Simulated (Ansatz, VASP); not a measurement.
## SrO: VASP beside Ansatz

The input INCAR:

```
SYSTEM = SrO
PREC = Accurate ; ENCUT = 520
EDIFF = 1E-8 ; ISMEAR = -1
SIGMA = 0.03 ; LREAL = .FALSE.
LASPH = .TRUE. ; NELM = 60
ALGO = Normal ; ISIF = 2
LWAVE = .FALSE. ; LCHARG = .FALSE.
GGA = PE ; LEFG = .TRUE.
NBANDS = 15
```

The input KPOINTS:

```
regular mesh
0
G
  13 13 13
  0 0 0
```

The input POSCAR:

```
SrO
1.0
    0.0000000000      2.5974064114      2.5974064114
    2.5974064114      0.0000000000      2.5974064114
    2.5974064114      2.5974064114      0.0000000000
Sr O
1 1
Direct
    0.0000000000      0.0000000000      0.0000000000
    0.5153999774      0.5153999774      0.4846000226
```

Input for Ansatz:

```yaml
crystal:
  lattice:
    - [0.0, 2.5974064114, 2.5974064114]
    - [2.5974064114, 0.0, 2.5974064114]
    - [2.5974064114, 2.5974064114, 0.0]
  atoms:
    - { symbol: Sr, position: [0.0, 0.0, 0.0] }
    - { symbol: O, position: [0.5153999774, 0.5153999774, 0.4846000226] }
kpoints:
  mp_grid: { grid: [13, 13, 13] }
scf:
  occupations: { method: fermi_dirac, width: 0.03 }
hamiltonian:
  xc: pbe
  pseudopotentials: { kind: paw }
output:
  forces: true
  stress: true
  eigenvalues: true
  efg: { contact_densities: true }
```

Alike in both runs: task electric field gradients; functional PBE; k mesh 13 × 13 × 13; occupations fermi-dirac, width 0.03 eV; no spin polarisation.

|  | VASP | Ansatz |
| --- | --- | --- |
| version | VASP 6.6.1 | Ansatz 0.2.0 |
| potentials or method | VASP PAW PBE potentials, release 64 (Sr_sv, O) | PAW with Ansatz's default frozen-core files, scalar-relativistic |
| plane-wave cutoff (eV) | 520 | 420 |
| valence electrons in the cell | 16 | 16 |

Ansatz gave:

| Quantity | Value |
| --- | --- |
| gap on the k mesh at the Fermi level (eV) | 3.37 |
| pressure (GPa) | 0.2 |
| traceless stress, the component that is largest in VASP (GPa) | 0.40 |
| rms of the force components (eV/Å) | 0.087 |
| size of Vzz on the site where it differs most (V/Å²) | 1.0 |

Problem. What did VASP give for the same quantities?

Solution. gap on the k mesh at the Fermi level (eV): 3.32; pressure (GPa): 0.7; traceless stress, the component that is largest in VASP (GPa): 0.43; rms of the force components (eV/Å): 0.093; size of Vzz on the site where it differs most (V/Å²): 1.1.

Atom by atom the forces differ by 0.006 eV/Å (rms over components).
